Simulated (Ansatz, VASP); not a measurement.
## One calculation of Te2Mo, two programs

```
Te Mo
1.0
     3.49640   -0.02943    0.02947
    -1.72311    3.04234    0.03821
    -0.11747   -0.23855   13.69695
Te Mo
4 2
Direct
  0.33283 0.65569 0.61791
  0.66615 0.32237 0.11791
  0.33283 0.65570 0.88319
  0.66615 0.32237 0.38318
  0.33281 0.65570 0.25054
  0.66616 0.32236 0.75055
```

Alike in both runs: functional PBE; dispersion D3(BJ); k mesh 10 × 10 × 2; occupations gaussian, width 0.02 eV; no spin polarisation.

Ansatz relaxed the structure, and its values are those at the end. VASP's run is a single point on that final structure, the one shown.

|  | VASP | Ansatz |
| --- | --- | --- |
| version | VASP 6.6.1 | Ansatz 0.2.0 |
| potentials or method | VASP PAW PBE potentials, release 64 (Te, Mo_sv), cutoff 500 eV | scalar-relativistic, plane waves, PAW |
| valence electrons in the cell | 52 | 92 |

Ansatz gave:

```
gap on the k mesh at the Fermi level (eV) : 0.60
least direct gap on the mesh (eV)         : 1.16
pressure (GPa)                            : 0.0
rms of the force components (eV/Å)        : 0.000
```

Q: What did VASP give for the same quantities?

A: gap on the k mesh at the Fermi level (eV): 0.59; least direct gap on the mesh (eV): 1.16; pressure (GPa): 0.0; rms of the force components (eV/Å): 0.007.

VASP's potentials hold 52 valence electrons a cell and Ansatz's 92, so a difference there can come from the potentials and not from the codes. Ansatz's warnings: relaxed geometry near dispersion switch.

Neither program's run includes spin-orbit coupling.
